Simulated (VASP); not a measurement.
# NaHf2 (I4/mmm) in VASP: further runs

The runs below take NaHf2 through single point, relaxation of cell and atoms, with PBE.

All numbers are computed with VASP 6.6.1; they aren't measurements. Logs are shortened: lines on timing, memory, paths and dates and some standing lists are left out, and cuts for length are marked.

## Step 1: The cell of the first run

The structure is tetragonal, space group I4/mmm (No. 139). The conventional cell has a = 3.111 Å, b = 3.111 Å, c = 16.049 Å, α = 90.00°, β = 90.00°, γ = 90.00°. Within 4.1 Å of Na (site symmetry 4/mmm) lie 4 Na at 3.11 Å and 8 Hf at 3.72 Å. Hf (site symmetry 4mm) has 8 Hf at 2.99 to 3.11 Å and 4 Na at 3.72 Å within 3.9 Å.

## Step 2: Single point, PBE

Contents of INCAR:

```
SYSTEM = NaHf2
  PREC = Accurate
  ENCUT = 520
  EDIFF = 1E-6
  ISMEAR = 0
  SIGMA = 0.1
  LREAL = .FALSE.
  LASPH = .TRUE.
  NELM = 100
  ALGO = Fast
  ISIF = 2
  LWAVE = .FALSE.
  LCHARG = .TRUE.
  GGA = PE
  LELF = .TRUE.
  LVHAR = .TRUE.
  NBANDS = 20
```

Contents of KPOINTS:

```
regular mesh
0
G
  6 6 6
  0 0 0
```

Contents of POSCAR:

```
NaHf2
1.0
   -1.5556625137      1.5556625137      8.0243920446
    1.5556625137     -1.5556625137      8.0243920446
    1.5556625137      1.5556625137     -8.0243920446
Na Hf
1 2
Direct
    0.0000000000      0.0000000000      0.0000000000
    0.6869260125      0.6869260125      0.0000000000
    0.3130739875      0.3130739875      0.0000000000
```

Potentials or basis: VASP PAW PBE potentials, release 64 (Na_pv, Hf_pv).

On the command line:

```bash
> cat potpaw_PBE.64/Na_pv/POTCAR potpaw_PBE.64/Hf_pv/POTCAR > POTCAR
> mpirun -np 1 vasp_std > vasp.out
```

OUTCAR:

```text
SYSTEM = NaHf2
   PREC = Accurate
   ENCUT = 520
   EDIFF = 1E-6
   ISMEAR = 0
   LREAL = .FALSE.
   LASPH = .TRUE.
   NELM = 100
   ISIF = 2
   GGA = PE

 ion  position               nearest neighbor table
   1  0.000  0.000  0.000-
   2  0.687  0.687  0.000-   3 2.99   3 2.99   3 2.99   3 2.99
   3  0.313  0.313  0.000-   2 2.99   2 2.99   2 2.99   2 2.99

  LATTYP: Found a body centered tetragonal cell.
 ALAT       =     3.1113250274
 C/A-ratio  =     5.1581830724

  Lattice vectors:

 A1 = (  -1.5556625137,   1.5556625137,   8.0243920446)
 A2 = (   1.5556625137,  -1.5556625137,   8.0243920446)
 A3 = (   1.5556625137,   1.5556625137,  -8.0243920446)

Analysis of symmetry for initial positions (statically):
=====================================================================
 Subroutine PRICEL returns:
 Original cell was already a primitive cell.

 Routine SETGRP: Setting up the symmetry group for a
 body centered tetragonal supercell.

 Subroutine GETGRP returns: Found 16 space group operations
 (whereof 16 operations were pure point group operations)
 out of a pool of 16 trial point group operations.

The static configuration has the point symmetry D_4h.

Analysis of symmetry for dynamics (positions and initial velocities):
=====================================================================
 Subroutine PRICEL returns:
 Original cell was already a primitive cell.

 Routine SETGRP: Setting up the symmetry group for a
 body centered tetragonal supercell.

 Subroutine GETGRP returns: Found 16 space group operations
 (whereof 16 operations were pure point group operations)
 out of a pool of 16 trial point group operations.

The dynamic configuration has the point symmetry D_4h.

 Subroutine INISYM returns: Found 16 space group operations
 (whereof 16 operations are pure point group operations),
 and found     1 'primitive' translations

----------------------------------------------------------------------------------------

                                     Primitive cell

  volume of cell :      77.6789

  direct lattice vectors                    reciprocal lattice vectors
    -1.555662514  1.555662514  8.024392045     0.000000000  0.321406472  0.062310016
     1.555662514 -1.555662514  8.024392045     0.321406472  0.000000000  0.062310016
     1.555662514  1.555662514 -8.024392045     0.321406472  0.321406472  0.000000000

[... 77 lines left out ...]
   ISTART =      0    job   : 0-new  1-cont  2-samecut
   ICHARG =      2    charge: 1-file 2-atom 10-const
   ISPIN  =      1    spin polarized calculation?
   LNONCOLLINEAR =      F non collinear calculations
   LSORBIT =      F    spin-orbit coupling
   LASPH  =      T    aspherical Exc in radial PAW
   ENCUT  =  520.0 eV  38.22 Ry    6.18 a.u.  15.47 15.47 15.47*2*pi/ulx,y,z
   NELM   =    100;   NELMIN=  2; NELMDL= -5     # of ELM steps
   EDIFF  = 0.1E-05   stopping-criterion for ELM
   LREAL  =      F    real-space projection
   EDIFFG = 0.1E-04   stopping-criterion for IOM
   NSW    =      0    number of steps for IOM
   IBRION =     -1    ionic relax: 0-MD 1-quasi-New 2-CG
   NFREE  =      0    steps in history (QN), initial steepest desc. (CG)
   ISIF   =      2    stress and relaxation
   ISYM   =      2    0-nonsym 1-usesym 2-fastsym
   POTIM  = 0.5000    time-step for ionic-motion
   TEBEG  =    0.0;   TEEND  =   0.0 temperature during run
   PSTRESS=    0.0 pullay stress
   NELECT =      27.0000    total number of electrons
   NUPDOWN=      -1.0000    fix difference up-down
   EMIN   =  10.00;   EMAX   =-10.00  energy-range for DOS
   EFERMI =   0.00;   METHOD = LEGACY
   ISMEAR =     0;   SIGMA  =   0.10  broadening in eV -4-tet -1-fermi 0-gaus
   EFERMI_NEDOS =   21; number of points for ismear=-14 and -15
   IALGO  =     68    algorithm
   IMIX   =      4    mixing-type and parameters
     AMIX     =   0.40;   BMIX     =  1.00
     AMIX_MAG =   1.60;   BMIX_MAG =  1.00
  volume/ion in A,a.u.               =      25.89       174.73
  Fermi-wavevector in a.u.,A,eV,Ry     =   1.151052  2.175174 18.026655  1.324922
  Thomas-Fermi vector in A             =   2.287713
   LORBIT       =      0    0 simple, 1 ext, 2 COOP (PROOUT), +10 PAW based schemes
   GGA     = PE    functional components
   LHFCALC =     F    Hartree Fock is set to
   AEXX    =    0.0000 exact exchange contribution
   IVDW    =     0    specifies the selected vdW correction
   LEPSILON=     F    determine dielectric tensor
   LRPA    =     F    only Hartree local field effects (RPA)
 non-spin polarized calculation
 RMM-DIIS sequential band-by-band and
 Gauss-broadening in eV      SIGMA  =   0.10
  energy-cutoff  :      520.00
  volume of cell :       77.68
 maximum number of plane-waves:      2114
 NGX is ok and might be reduce to    64
   NGX = 31   NGY = 31   NGZ = 31

 number of electron      26.9999994 magnetization

 Free energy of the ion-electron system (eV)
  ---------------------------------------------------
  ext. energy  EPLUGINS =         0.00000000
  ---------------------------------------------------
  free energy    TOTEN  =       -20.45882216 eV

  energy without entropy =      -20.45122950  energy(sigma->0) =      -20.45502583

 E-fermi :   2.8513     XC(G=0):  -9.4869

 val. band max:        2.8063896863   @ k =   0.3333   0.0000   0.0000
 cond. band min:       2.8652215303   @ k =  -0.3333  -0.3333   0.1667
 fundamental gap:      0.0588318440
 Fermi energy:         2.8513283938

 k-point     1 :       0.0000    0.0000    0.0000
  band No.  band energies     occupation
      1     -27.9681      2.00000
      2     -27.5543      2.00000
      3     -27.5543      2.00000
      4     -27.4128      2.00000
      5     -27.2891      2.00000
      6     -27.2891      2.00000
[... 541 lines left out ...]
     19       6.2709      0.00000
     20       7.4254      0.00000

 [... further k-points ...]
[... 5 lines left out ...]
  --------------------------------------------------------------------------------------
  -------------------------------------------------------------------------------------
  Total       -0.0947045     -0.0947045     -0.0880358      0.0000000      0.0000000     -0.0000000
  in kB       -1.9533425     -1.9533425     -1.8157962      0.0000000      0.0000000     -0.0000000
  external PRESSURE =      -1.9074938 kB  Pullay stress =       0.0000000 kB

 VOLUME and BASIS-vectors are now :
 -----------------------------------------------------------------------------
  energy-cutoff  :      520.00
  volume of cell :       77.68
      direct lattice vectors                 reciprocal lattice vectors
    -1.555662514  1.555662514  8.024392045     0.000000000  0.321406472  0.062310016
     1.555662514 -1.555662514  8.024392045     0.321406472  0.000000000  0.062310016
     1.555662514  1.555662514 -8.024392045     0.321406472  0.321406472  0.000000000

 POSITION                                       TOTAL-FORCE (eV/Angst)
 -----------------------------------------------------------------------------------
      0.00000      0.00000      0.00000        -0.000000     -0.000000      0.000000
      0.00000      0.00000     11.02433        -0.000000     -0.000000      0.071996
      0.00000      0.00000      5.02446         0.000000      0.000000     -0.071996
 -----------------------------------------------------------------------------------
    total drift:                               -0.000000      0.000000      0.000000

  FREE ENERGIE OF THE ION-ELECTRON SYSTEM (eV)
  ---------------------------------------------------
  free  energy   TOTEN  =       -20.4588221562 eV

  energy  without entropy=      -20.4512295050  energy(sigma->0) =      -20.45502583
```

stdout:

```text
POSCAR found type information on POSCAR NaHf
 POSCAR found :  2 types and       3 ions
 scaLAPACK will be used
 LDA part: xc-table for (Slater+PW92), standard interpolation
 POSCAR, INCAR and KPOINTS ok, starting setup
 FFT: planning ... GRIDC
 FFT: planning ... GRID_SOFT
 FFT: planning ... GRID
 WAVECAR not read
 entering main loop
```

Wall time 2.4 min (1 thread of Intel Xeon 6975P-C (Granite Rapids), shared host); peak memory 0.57 GiB.

Results:

| Quantity | Value |
| --- | --- |
| Free energy | -20.4588 eV |
| Pressure | -0.2 GPa |
| Largest force | 0.072 eV/Å |

Forces on the atoms (eV/Å):
```
Na   0.000  0.000  0.000
Hf   0.000  0.000  0.072
Hf   0.000  0.000 -0.072
```

Levels at points of the mesh, in eV from the Fermi level:
```csv
k point,band 9,band 10,band 11,band 12,band 13,band 14,band 15,band 16,band 17,band 18
"(0.00, 0.00, 0.00)",-24.14,-6.19,-3.65,-2.12,-1.86,-0.67,0.49,2.22,2.22,3.61
"(0.50, 0.00, 0.00)",-24.13,-2.89,-2.85,-0.65,-0.33,0.59,0.76,1.04,1.81,1.81
"(0.50, 0.50, 0.00)",-24.12,-2.42,-2.40,-1.26,-1.24,1.70,1.97,2.53,3.36,3.45
"(0.50, 0.50, 0.50)",-24.14,-6.05,-4.08,-2.26,-1.87,0.37,0.50,2.22,2.22,3.64
```

Caveat: the k points lie up to 0.48 Å⁻¹ apart; spin-orbit coupling is left out, which moves the levels of the heavy elements.

## Step 3: Single point, PBE

This run uses another cell than the first one, of 19.24 Å³/atom, 0.743 times its volume.

Contents of INCAR:

```
PREC = Accurate
ENCUT = 520
EDIFF = 1E-6
ISMEAR = 0
SIGMA = 0.1
LREAL = False
LASPH = True
NELM = 100
ALGO = Normal
ISIF = 2
LWAVE = False
LCHARG = False
GGA = PE
NBANDS = 20
```

Contents of KPOINTS:

```
Automatic mesh
0
Gamma
  8 8 8
```

Contents of POSCAR:

```
NaHf2
1.0
   -1.8051571930      1.8051571930      4.4282762390
    1.8051571930     -1.8051571930      4.4282762390
    1.8051571930      1.8051571930     -4.4282762390
Na Hf
1 2
Direct
    0.0000000000      0.0000000000      0.0000000000
    0.6650000000      0.6650000000      0.0000000000
    0.3350000000      0.3350000000      0.0000000000
```

Potentials or basis: VASP PAW PBE potentials, release 64 (Na_pv, Hf_pv).

On the command line:

```bash
> cat potpaw_PBE.64/Na_pv/POTCAR potpaw_PBE.64/Hf_pv/POTCAR > POTCAR
> mpirun -np 1 vasp_std > vasp.out
```

Wall time 38 s (1 thread of Intel Xeon 6975P-C (Granite Rapids), shared host); peak memory 0.26 GiB.

The run converged. Its results:

| Item | Value |
| --- | --- |
| Free energy | -18.1098 eV |
| Pressure | 17.0 GPa |
| Largest force | 0.035 eV/Å |

Forces on the atoms (eV/Å):
```
Na   0.000  0.000  0.000
Hf   0.000  0.000  0.035
Hf   0.000  0.000 -0.035
```

Stress tensor (GPa, compression positive):
```
10.83  0.00  0.00
 0.00 10.83  0.00
 0.00  0.00 29.46
```

Levels at points of the mesh, in eV from the Fermi level:
| k point | band 11 | band 12 | band 13 | band 14 | band 15 | band 16 |
| --- | --- | --- | --- | --- | --- | --- |
| (0.00, 0.00, 0.00) | -1.70 | -1.24 | 0.39 | 1.19 | 1.43 | 1.76 |
| (0.50, 0.00, 0.00) | -2.50 | -1.89 | -0.46 | 0.05 | 0.37 | 2.23 |
| (0.50, 0.50, 0.00) | -1.15 | -0.90 | -0.84 | 0.01 | 0.73 | 1.09 |
| (0.50, 0.50, 0.50) | -3.41 | -2.30 | -1.33 | 0.96 | 0.96 | 1.74 |

Caveat: spin-orbit coupling is left out, which moves the levels of the heavy elements.

## Step 4: Relaxation of cell and atoms, PBE

This run uses another cell than the first one, of 19.24 Å³/atom, 0.743 times its volume.

Contents of INCAR:

```
SYSTEM = NaHf2
  PREC = Accurate
  ENCUT = 600
  EDIFF = 1E-6
  ISMEAR = 0
  SIGMA = 0.1
  LREAL = .False.
  LASPH = .True.
  NELM = 100
  ALGO = Normal
  ISIF = 3
  LWAVE = .False.
  LCHARG = .False.
  GGA = PE
  IBRION = 2
  NSW = 90
  EDIFFG = -0.04
```

Contents of KPOINTS:

```
Automatic mesh
0
Gamma
  6 6 6
  0 0 0
```

POSCAR is that of step 3.

On the command line:

```bash
> cat potpaw_PBE.64/Na_pv/POTCAR potpaw_PBE.64/Hf_pv/POTCAR > POTCAR
> mpirun -np 1 vasp_std > vasp.out
```

Wall time 6.7 min (1 thread of Intel Xeon 6975P-C (Granite Rapids), shared host); peak memory 0.29 GiB.

It converged, with:

```
Free energy                            : -20.3568 eV
Relaxed volume                         : 25.18 Å³/atom
Relaxed cell                           : a = 8.039 Å, b = 8.039 Å, c = 8.039 Å, α = 157.58°, β = 157.58°, γ = 31.92°
Space group after relaxing (to 0.05 Å) : I4/mmm (No. 139)
Energy gained by relaxing              : 751.8 meV/atom
Ionic steps                            : 22
Pressure after relaxing                : 0.0 GPa
Largest force after relaxing           : 0.020 eV/Å
```

Forces in eV/Å, atoms in the order of the input:
```
Na   0.000  0.000  0.000
Hf   0.000  0.000  0.020
Hf   0.000  0.000 -0.020
```

The path:
| step | energy change (eV) | largest force (eV/Å) | pressure (GPa) | volume (Å³) |
| --- | --- | --- | --- | --- |
| 1 | 0.0000 | 0.0578 | 16.91 | 57.72 |
| 2 | -0.6955 | 0.8264 | -5.58 | 76.21 |
| 3 | -0.7600 | 0.6425 | -1.88 | 71.32 |
| 4 | -0.9966 | 0.5988 | -1.44 | 70.66 |
| 5 | -1.5267 | 0.0151 | 4.67 | 67.25 |
| 6 | 0.6236 | 7.2567 | 46.57 | 55.37 |
| 7 | -1.5540 | 1.2647 | 10.22 | 65.36 |
| 8 | -1.5106 | 1.7364 | 12.99 | 64.36 |
| 9 | -1.5668 | 1.7066 | 12.63 | 64.77 |
| 10 | -1.7364 | 1.5570 | 11.60 | 65.92 |
| 11 | -1.9772 | 1.6786 | 10.34 | 67.82 |
| 12 | -1.5239 | 1.8025 | 8.06 | 70.10 |
| 13 | -1.9809 | 1.8539 | 10.21 | 68.56 |
| 14 | -1.9718 | 1.8495 | 10.07 | 68.77 |
| 15 | -2.0990 | 1.3012 | 7.13 | 70.38 |
| 16 | -2.2508 | 0.0890 | 0.79 | 74.66 |
| 17 | -2.2534 | 0.0582 | 0.04 | 75.27 |
| 18 | -2.2534 | 0.0894 | -0.11 | 75.41 |
| 19 | -2.2541 | 0.0785 | -0.10 | 75.43 |
| 20 | -2.2553 | 0.0444 | -0.08 | 75.49 |
| 21 | -2.2547 | 0.0221 | -0.02 | 75.61 |
| 22 | -2.2555 | 0.0204 | -0.05 | 75.54 |

Final structure:
```cif
data_structure
_symmetry_space_group_name_H-M 'P 1'
_symmetry_Int_Tables_number 1
_cell_length_a 8.0390
_cell_length_b 8.0390
_cell_length_c 8.0390
_cell_angle_alpha 157.576
_cell_angle_beta 157.576
_cell_angle_gamma 31.921
_cell_volume 75.54
loop_
_atom_site_label
_atom_site_type_symbol
_atom_site_fract_x
_atom_site_fract_y
_atom_site_fract_z
_atom_site_occupancy
Na1 Na 0.00000 0.00000 0.00000 1
Hf1 Hf 0.68568 0.68568 0.00000 1
Hf2 Hf 0.31432 0.31432 0.00000 1
```

Levels at points of the mesh, in eV from the Fermi level:
| k point | band 11 | band 12 | band 13 | band 14 | band 15 | band 16 |
| --- | --- | --- | --- | --- | --- | --- |
| (0.00, 0.00, 0.00) | -3.68 | -2.12 | -1.98 | -0.59 | 0.52 | 2.08 |
| (0.50, 0.00, 0.00) | -2.94 | -0.83 | -0.47 | 0.52 | 0.76 | 1.03 |
| (0.50, 0.50, 0.00) | -2.47 | -1.35 | -1.32 | 1.50 | 1.85 | 2.32 |
| (0.50, 0.50, 0.50) | -4.18 | -2.31 | -1.98 | 0.53 | 0.57 | 2.07 |

Caveat: the k points lie up to 0.47 Å⁻¹ apart in the final cell; the volume moved by over 15 % at a fixed basis, so the end points are rough; spin-orbit coupling is left out, which moves the levels of the heavy elements.

## Step 5: Summary

```csv
task,cell,k mesh,cutoff (eV),gap on the mesh (eV),pressure (GPa),largest force (eV/Å)
single point,"a = 8.321 Å, angles 158.4, 158.4, 30.7°, 3 atoms",6 × 6 × 6,520,none,-0.2,0.07
single point,"a = 5.111 Å, angles 138.6, 138.6, 59.9°, 3 atoms",8 × 8 × 8,520,none,17.0,0.04
relaxation of cell and atoms,"relaxed from a = 5.111 Å, angles 138.6, 138.6, 59.9°, 3 atoms",6 × 6 × 6,600,none,0.0,0.02
```

Alike in all rows: level PBE; potentials or basis VASP PAW PBE potentials, release 64 (Na_pv, Hf_pv); no spin polarisation; smearing gaussian 0.1 eV.

Caveats: some runs use coarse meshes; spin-orbit coupling is left out, which moves the levels of the heavy elements; the volume moved by over 15 % at a fixed basis, so the end points are rough (some runs).

Total energies depend on the potentials used, so only differences within one code and one set of settings carry meaning.
